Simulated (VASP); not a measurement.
A run of VASP 6.6.1 is set up as follows.

Contents of INCAR:

```
SYSTEM = CuP3
PREC = Accurate
ENCUT = 600
EDIFF = 1E-6
ISMEAR = 0
SIGMA = 0.1
LREAL = .FALSE.
LASPH = .TRUE.
NELM = 60
ALGO = Normal
ISIF = 3
LWAVE = .FALSE.
LCHARG = .FALSE.
GGA = PE
IBRION = 2
NSW = 90
EDIFFG = -0.04
```

File KPOINTS:

```
Automatic mesh
0
G
  4 4 4
  0 0 0
```

File POSCAR:

```
CuP3
1.0
    3.9793330686      0.0000000000      0.0000000000
    0.0000000000      3.9793330686      0.0000000000
    0.0000000000      0.0000000000      3.9793330686
Cu P
1 3
Direct
    0.0000000000      0.0000000000      0.0000000000
    0.0000000000      0.5000000000      0.5000000000
    0.5000000000      0.0000000000      0.5000000000
    0.5000000000      0.5000000000      0.0000000000
```

Potentials or basis: VASP PAW PBE potentials, release 64 (Cu, P).

Launch:

```bash
$ cat potpaw_PBE.64/Cu/POTCAR potpaw_PBE.64/P/POTCAR > POTCAR
$ mpirun -np 1 vasp_std > vasp.out
```

(1) Predict the relaxed volume.

(2) What does it give for the space group after relaxing (to 0.1 Å)?

(3) What does it give for the relaxed cell?

## Answers

(1) 14.32 Å³/atom.

(2) Pm-3m (No. 221).

(3) a = 3.855 Å, b = 3.855 Å, c = 3.855 Å, α = 90.00°, β = 90.00°, γ = 90.00°.

Caveat: the k points lie up to 0.41 Å⁻¹ apart in the final cell, too coarse for converged energies and pressures of a metal.
